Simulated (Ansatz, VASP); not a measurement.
Two plane-wave programs on SnTe

The input POSCAR:

```
SnTe
1.0
    0.0000000000      3.1508500000      3.1508500000
    3.1508500000      0.0000000000      3.1508500000
    3.1508500000      3.1508500000      0.0000000000
Te Sn
1 1
Direct
    0.5000000000      0.5000000000      0.5000000000
    0.0000000000      0.0000000000      0.0000000000
```

Contents of INCAR.step1:

```
SYSTEM = SnTe
ALGO     = Normal         ! electronic algorithm
EDIFF    = 1E-5           ! SCF threshold, eV
ENCUT    = 520            ! plane-wave cutoff, eV
GGA      = PE             ! functional
ISIF     = 2              ! what is computed and relaxed
ISMEAR   = -1             ! smearing method
LASPH    = .True.         ! aspherical terms in the spheres
LCHARG   = .False.        ! write CHGCAR
LREAL    = .False.        ! projectors in reciprocal space
LWAVE    = .True.         ! write WAVECAR
NBANDS   = 17             ! bands
NELM     = 100            ! most SCF steps
PREC     = Accurate       ! precision mode
SIGMA    = 0.05           ! smearing width, eV
```

INCAR.step2

```
SYSTEM = SnTe
AEXX     = 0.2            ! exact-exchange fraction
ALGO     = Normal         ! electronic algorithm
EDIFF    = 1E-6           ! SCF threshold, eV
ENCUT    = 520            ! plane-wave cutoff, eV
GGA      = PE             ! functional
HFSCREEN = 0.2            ! screening, 1/A
ISIF     = 2              ! what is computed and relaxed
ISMEAR   = -1             ! smearing method
ISTART   = 1            
LASPH    = .True.         ! aspherical terms in the spheres
LCHARG   = .False.        ! write CHGCAR
LHFCALC  = .True.         ! exact exchange
LREAL    = .False.        ! projectors in reciprocal space
LWAVE    = .False.        ! write WAVECAR
NBANDS   = 17             ! bands
NELM     = 100            ! most SCF steps
PREC     = Accurate       ! precision mode
PRECFOCK = Normal       
SIGMA    = 0.05           ! smearing width, eV
```

Contents of KPOINTS:

```
k-points
0
Gamma
  4 4 4
  0 0 0
```

Contents of input.yaml:

```yaml
crystal:
  lattice:
    - [0.0, 3.15085, 3.15085]
    - [3.15085, 0.0, 3.15085]
    - [3.15085, 3.15085, 0.0]
  atoms:
    - { symbol: Te, position: [0.5, 0.5, 0.5] }
    - { symbol: Sn, position: [0.0, 0.0, 0.0] }
hamiltonian:
  xc: { exchange: pbe, correlation: pbe, exx: { coeff: 0.2, omega: 0.2 } }
  pseudopotentials: { kind: paw }
kpoints:
  mp_grid: { grid: [4, 4, 4] }
scf:
  occupations: { method: fermi_dirac, width: 0.05 }
output:
  forces: true
  stress: true
  eigenvalues: true
```

Alike in both runs: task single point; functional PBE-based screened hybrid with a share of 0.2 of exact exchange and HFSCREEN = 0.2; k mesh 4 × 4 × 4; occupations fermi-dirac, width 0.05 eV; no spin polarisation.

|  | VASP | Ansatz |
| --- | --- | --- |
| version | VASP 6.6.1 | Ansatz 0.2.0 |
| potentials or method | VASP PAW PBE potentials, release 64 (Te, Sn_d) | Ansatz PAW |
| plane-wave cutoff (eV) | 520 | 420 |
| valence electrons in the cell | 20 | 30 |

VASP gave:

```
pressure (GPa) : 0.8
```

Question: What did Ansatz give for the same quantities?

Answer: Pressure (GPa): 1.2.

VASP's potentials were made for PBE, not for PBE-based screened hybrid. VASP's potentials hold 20 valence electrons a cell and Ansatz's 30, so a difference there can come from the potentials and not from the codes.

The k mesh is coarse, so the values compare programs but aren't converged. Spin-orbit coupling is off throughout.
